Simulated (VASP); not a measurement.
# MnO (Fm-3m) in VASP: a series of runs

MnO is run at these levels: PBE+U; tasks: single point.

Program: VASP 6.6.1. These are calculated values, not measurements. Logs are shortened: lines on timing, memory, paths and dates and some standing lists are left out, and cuts for length are marked.

## Step 1: The cell of the first run

Symmetry: Fm-3m, No. 225, cubic system. Conventional cell: a = 4.562 Å, b = 4.562 Å, c = 4.562 Å, α = 90.00°, β = 90.00°, γ = 90.00°. Within 3.0 Å of Mn (site symmetry m-3m) lie 6 O at 2.28 Å. O (site symmetry m-3m) has 6 Mn at 2.28 Å within 3.0 Å.

## Step 2: Single point, PBE+U, collinear spin, ferromagnetic start

INCAR

```
SYSTEM = MnO
ALGO = Normal
EDIFF = 1E-7
ENCUT = 520
GGA = PE
ISIF = 2
ISMEAR = -1
ISPIN = 2
LASPH = .True.
LCHARG = .False.
LDAU = .True.
LDAUJ = 0 0
LDAUL = 2 -1
LDAUPRINT = 1
LDAUTYPE = 2
LDAUU = 3.5 0
LMAXMIX = 4
LORBIT = 11
LREAL = .False.
LWAVE = .False.
MAGMOM = 2.8 0
NBANDS = 20
NELM = 150
PREC = Accurate
SIGMA = 0.05
```

KPOINTS

```
k-points
0
Gamma
  10 10 10
  0 0 0
```

POSCAR

```
MnO
1.0
    0.0000000000      2.2807659177      2.2807659177
    2.2807659177      0.0000000000      2.2807659177
    2.2807659177      2.2807659177      0.0000000000
Mn O
1 1
Direct
    0.0000000000      0.0000000000      0.0000000000
    0.5000000000      0.5000000000      0.5000000000
```

Potentials or basis: VASP PAW PBE potentials, release 64 (Mn_pv, O).

Command:

```
> cat potpaw_PBE.64/Mn_pv/POTCAR potpaw_PBE.64/O/POTCAR > POTCAR
> mpirun -np 1 vasp_std > vasp.out
```

OUTCAR:

```text
SYSTEM = MnO
   EDIFF = 1E-7
   ENCUT = 520
   GGA = PE
   ISIF = 2
   ISMEAR = -1
   ISPIN = 2
   LASPH = .True.
   LORBIT = 11
   LREAL = .False.
   NELM = 150
   PREC = Accurate

 ion  position               nearest neighbor table
   1  0.000  0.000  0.000-   2 2.28   2 2.28   2 2.28   2 2.28   2 2.28   2 2.28
   2  0.500  0.500  0.500-   1 2.28   1 2.28   1 2.28   1 2.28   1 2.28   1 2.28

  LATTYP: Found a face centered cubic cell.
 ALAT       =     4.5615318354

  Lattice vectors:

 A1 = (   0.0000000000,   2.2807659177,   2.2807659177)
 A2 = (   2.2807659177,   0.0000000000,   2.2807659177)
 A3 = (   2.2807659177,   2.2807659177,   0.0000000000)

Analysis of symmetry for initial positions (statically):
=====================================================================
 Subroutine PRICEL returns:
 Original cell was already a primitive cell.

 Routine SETGRP: Setting up the symmetry group for a
 face centered cubic supercell.

 Subroutine GETGRP returns: Found 48 space group operations
 (whereof 48 operations were pure point group operations)
 out of a pool of 48 trial point group operations.

The static configuration has the point symmetry O_h .

Analysis of symmetry for dynamics (positions and initial velocities):
=====================================================================
 Subroutine PRICEL returns:
 Original cell was already a primitive cell.

 Routine SETGRP: Setting up the symmetry group for a
 face centered cubic supercell.

 Subroutine GETGRP returns: Found 48 space group operations
 (whereof 48 operations were pure point group operations)
 out of a pool of 48 trial point group operations.

The dynamic configuration has the point symmetry O_h .

Analysis of structural, dynamic, and magnetic symmetry:
=====================================================================
 Subroutine PRICEL returns:
 Original cell was already a primitive cell.

 Routine SETGRP: Setting up the symmetry group for a
 face centered cubic supercell.

[... 165 lines left out ...]
 occupancies and eigenvectors

  o =  0.0172  v =  0.0000  0.0000  0.0000  0.0000  0.0000 -0.0011 -1.0000 -0.0000 -0.0001  0.0000      0.0000  0.0000  0.0000  0.0000  0.0000  0.0000  0.0000  0.0000  0.0000  0.0000
  o =  0.0172  v =  0.0000  0.0000  0.0000  0.0000  0.0000 -0.0035  0.0001  0.0000 -1.0000  0.0000      0.0000  0.0000  0.0000  0.0000  0.0000  0.0000  0.0000  0.0000  0.0000  0.0000
  o =  0.0172  v =  0.0000  0.0000  0.0000  0.0000  0.0000  1.0000 -0.0011  0.0000 -0.0035  0.0000      0.0000  0.0000  0.0000  0.0000  0.0000  0.0000  0.0000  0.0000  0.0000  0.0000
  o =  0.0664  v =  0.0000  0.0000  0.0000  0.0000  0.0000 -0.0000 -0.0000  0.9992  0.0000  0.0401      0.0000  0.0000  0.0000  0.0000  0.0000  0.0000  0.0000  0.0000  0.0000  0.0000
  o =  0.0664  v =  0.0000  0.0000  0.0000  0.0000  0.0000  0.0000  0.0000 -0.0401  0.0000  0.9992      0.0000  0.0000  0.0000  0.0000  0.0000  0.0000  0.0000  0.0000  0.0000  0.0000
  o =  0.9394  v =  0.0000 -0.3491 -0.0000 -0.9371 -0.0000  0.0000  0.0000  0.0000  0.0000  0.0000      0.0000  0.0000  0.0000  0.0000  0.0000  0.0000  0.0000  0.0000  0.0000  0.0000
  o =  0.9394  v =  1.0000  0.0000  0.0000  0.0000  0.0000  0.0000  0.0000  0.0000  0.0000  0.0000      0.0000  0.0000  0.0000  0.0000  0.0000  0.0000  0.0000  0.0000  0.0000  0.0000
  o =  0.9394  v =  0.0000  0.9371  0.0000 -0.3491  0.0000  0.0000  0.0000  0.0000  0.0000  0.0000      0.0000  0.0000  0.0000  0.0000  0.0000  0.0000  0.0000  0.0000  0.0000  0.0000
  o =  0.9702  v =  0.0000  0.0000 -0.9995  0.0000  0.0315  0.0000  0.0000  0.0000  0.0000  0.0000      0.0000  0.0000  0.0000  0.0000  0.0000  0.0000  0.0000  0.0000  0.0000  0.0000
  o =  0.9702  v =  0.0000 -0.0000  0.0315  0.0000  0.9995  0.0000  0.0000  0.0000  0.0000  0.0000      0.0000  0.0000  0.0000  0.0000  0.0000  0.0000  0.0000  0.0000  0.0000  0.0000

 number of electron      19.0000017 magnetization       5.0000045

 Free energy of the ion-electron system (eV)
  ---------------------------------------------------
  ext. energy  EPLUGINS =         0.00000000
  ---------------------------------------------------
  free energy    TOTEN  =       -15.55666929 eV

  energy without entropy =      -15.55640983  energy(sigma->0) =      -15.55653956

 E-fermi :   6.0573     XC(G=0): -11.3894

 val. band max:        5.8924557127   @ k =   0.5000   0.0000   0.0000
 cond. band min:       6.6344686248   @ k =   0.1000   0.0000   0.0000
 fundamental gap:      0.7420129121
 Fermi energy:         6.0572970314

 spin component 1

 k-point     1 :       0.0000    0.0000    0.0000
  band No.  band energies     occupation
      1     -43.8385      1.00000
      2     -43.8385      1.00000
      3     -43.8385      1.00000
      4     -12.7685      1.00000
      5       2.0251      1.00000
      6       2.0251      1.00000
[... 1097 lines left out ...]
     19      31.3620      0.00000
     20      33.2366      0.00000

 [... further k-points ...]
[... 5 lines left out ...]
  --------------------------------------------------------------------------------------
  -------------------------------------------------------------------------------------
  Total       -0.6171958     -0.6171958     -0.6171958     -0.0000000      0.0000000      0.0000000
  in kB      -41.6736359    -41.6736359    -41.6736359     -0.0000000      0.0000000      0.0000000
  external PRESSURE =     -41.6736359 kB  Pullay stress =       0.0000000 kB

 VOLUME and BASIS-vectors are now :
 -----------------------------------------------------------------------------
  energy-cutoff  :      520.00
  volume of cell :       23.73
      direct lattice vectors                 reciprocal lattice vectors
     0.000000000  2.280765918  2.280765918    -0.219224602  0.219224602  0.219224602
     2.280765918  0.000000000  2.280765918     0.219224602 -0.219224602  0.219224602
     2.280765918  2.280765918  0.000000000     0.219224602  0.219224602 -0.219224602

 POSITION                                       TOTAL-FORCE (eV/Angst)
 -----------------------------------------------------------------------------------
      0.00000      0.00000      0.00000         0.000000      0.000000      0.000000
      2.28077      2.28077      2.28077        -0.000000     -0.000000     -0.000000
 -----------------------------------------------------------------------------------
    total drift:                                0.000000     -0.000000     -0.000000

  FREE ENERGIE OF THE ION-ELECTRON SYSTEM (eV)
  ---------------------------------------------------
  free  energy   TOTEN  =       -15.5566692882 eV

  energy  without entropy=      -15.5564098277  energy(sigma->0) =      -15.55653956

 total charge

# of ion       s       p       d       tot
------------------------------------------
    1        0.195   6.158   4.925  11.278
    2        1.555   3.415   0.000   4.971
--------------------------------------------------
tot          1.751   9.573   4.925  16.249

 magnetization (x)

# of ion       s       p       d       tot
------------------------------------------
    1        0.034   0.025   4.565   4.623
    2        0.022   0.121   0.000   0.143
--------------------------------------------------
tot          0.056   0.146   4.565   4.766
```

OSZICAR:

```text
N       E                     dE             d eps       ncg     rms          rms(c)
DAV:   1     0.176974259993E+03    0.17697E+03   -0.10219E+04  3768   0.109E+03
DAV:   2    -0.602895715416E+01   -0.18300E+03   -0.17028E+03  3844   0.325E+02
DAV:   3    -0.150961294854E+02   -0.90672E+01   -0.89771E+01  4256   0.786E+01
DAV:   4    -0.151686368695E+02   -0.72507E-01   -0.72488E-01  4244   0.724E+00
DAV:   5    -0.151693158208E+02   -0.67895E-03   -0.67894E-03  4248   0.700E-01    0.165E+01
DAV:   6    -0.155481767743E+02   -0.37886E+00   -0.12651E+01  5012   0.373E+01    0.168E+01
DAV:   7    -0.155609275093E+02   -0.12751E-01   -0.13471E+00  4048   0.150E+01    0.889E+00
DAV:   8    -0.155615756371E+02   -0.64813E-03   -0.15548E-01  4212   0.341E+00    0.481E+00
DAV:   9    -0.155569651151E+02    0.46105E-02   -0.40388E-02  4028   0.239E+00    0.384E-01
DAV:  10    -0.155564652875E+02    0.49983E-03   -0.50946E-03  3992   0.979E-01    0.212E-01
DAV:  11    -0.155565790930E+02   -0.11381E-03   -0.54258E-04  4324   0.273E-01    0.568E-02
DAV:  12    -0.155566467182E+02   -0.67625E-04   -0.66928E-05  4012   0.876E-02    0.271E-02
DAV:  13    -0.155566671709E+02   -0.20453E-04   -0.18102E-05  4176   0.345E-02    0.174E-02
DAV:  14    -0.155566692597E+02   -0.20889E-05   -0.16726E-06  4100   0.122E-02    0.456E-03
DAV:  15    -0.155566692882E+02   -0.28503E-07   -0.17049E-07  4156   0.353E-03
   1 F= -.15556669E+02 E0= -.15556540E+02  d E =-.259461E-03  mag=     5.0000
```

Run time: 46 s. Hardware: 1 thread of Intel Xeon 8259CL, shared host; peak memory 0.17 GiB.

Results:

```yaml
Free_energy: -15.5567 eV
Pressure: -4.2 GPa
Band_gap_on_the_k_mesh: zero (filled and empty bands overlap)
Net_moment: 5.00 μB per cell
Site_moments: Mn +4.62; O +0.14 μB
Valence_electrons_inside_the_program's_atomic_spheres: Mn 11.28; O 4.97
```

Eigenvalues of the final occupation matrices:
```
    site  spin  trace               eigenvalues
site 1 d     1   4.76  0.94 0.94 0.94 0.97 0.97
site 1 d     2   0.18  0.02 0.02 0.02 0.07 0.07
```

Caveat: the cell stands under tension; a cell with one magnetic atom can't hold antiferromagnetic order, which such compounds often take.

## Step 3: Single point, PBE+U, collinear spin, ferromagnetic start

This run uses another cell than the first one, of 12.30 Å³/atom.

INCAR

```
  PREC = Accurate
  ENCUT = 520
  EDIFF = 1E-6
  ISMEAR = -1
  SIGMA = 0.05
  LREAL = F
  LASPH = T
  NELM = 150
  ALGO = Normal
  ISIF = 2
  LWAVE = F
  LCHARG = F
  ISPIN = 2
  MAGMOM = 2.8 0
  LORBIT = 11
  LMAXMIX = 4
  LDAU = T
  LDAUTYPE = 2
  LDAUL = 2 -1
  LDAUU = 3.5 0
  LDAUJ = 0 0
  LDAUPRINT = 1
  GGA = PE
  NBANDS = 20
```

KPOINTS

```
Automatic mesh
0
Gamma
  10 10 10
```

POSCAR

```
MnO
1.0
    0.0000000000      2.3085828777      2.3085828777
    2.3085828777      0.0000000000      2.3085828777
    2.3085828777      2.3085828777      0.0000000000
Mn O
1 1
Direct
    0.0000000000      0.0000000000      0.0000000000
    0.5000000000      0.5000000000      0.5000000000
```

Potentials or basis: VASP PAW PBE potentials, release 64 (Mn_pv, O).

Command:

```
> cat potpaw_PBE.64/Mn_pv/POTCAR potpaw_PBE.64/O/POTCAR > POTCAR
> mpirun -np 1 vasp_std > vasp.out
```

Run time: 53 s. Hardware: 1 thread of Intel Xeon 8259CL, shared host; peak memory 0.17 GiB.

The run converged. Its results:

```
Free energy                                           : -15.5227 eV
Pressure                                              : -8.4 GPa
Band gap on the k mesh                                : zero (filled and empty bands overlap)
Net moment                                            : 5.00 μB per cell
Site moments                                          : Mn +4.63; O +0.13 μB
Valence electrons inside the program's atomic spheres : Mn 11.25; O 4.95
```

Levels at points of the mesh, in eV from the Fermi level:
Spin up:
```
           k point  band 10  band 11  band 12  band 13  band 14  band 15
(0.00, 0.00, 0.00)    -2.36    -2.36    -2.36    -0.23    14.33    15.60
(0.50, 0.00, 0.00)    -2.54    -0.17    -0.17     3.96     7.56    11.78
(0.50, 0.50, 0.00)    -3.12    -3.12    -3.08     4.88     8.04     9.98
```
Spin down:
```tsv
k point	band 4	band 5	band 6	band 7	band 8	band 9	band 10	band 11
(0.00, 0.00, 0.00)	-18.17	-2.11	-2.11	-2.11	1.10	3.15	3.15	3.15
(0.50, 0.00, 0.00)	-17.43	-5.65	-3.13	-3.13	4.02	4.29	4.29	4.98
(0.50, 0.50, 0.00)	-17.38	-4.90	-3.00	-3.00	1.55	4.07	4.19	4.74
```

Eigenvalues of the final occupation matrices:
| site | spin | trace | eigenvalues |
| --- | --- | --- | --- |
| site 1 d | 1 | 4.75 | 0.94 0.94 0.94 0.97 0.97 |
| site 1 d | 2 | 0.17 | 0.02 0.02 0.02 0.06 0.06 |

Caveat: the cell stands under tension; a cell with one magnetic atom can't hold antiferromagnetic order, which such compounds often take.

The gap in the log of VASP goes by the Fermi energy; the results here count the filled bands.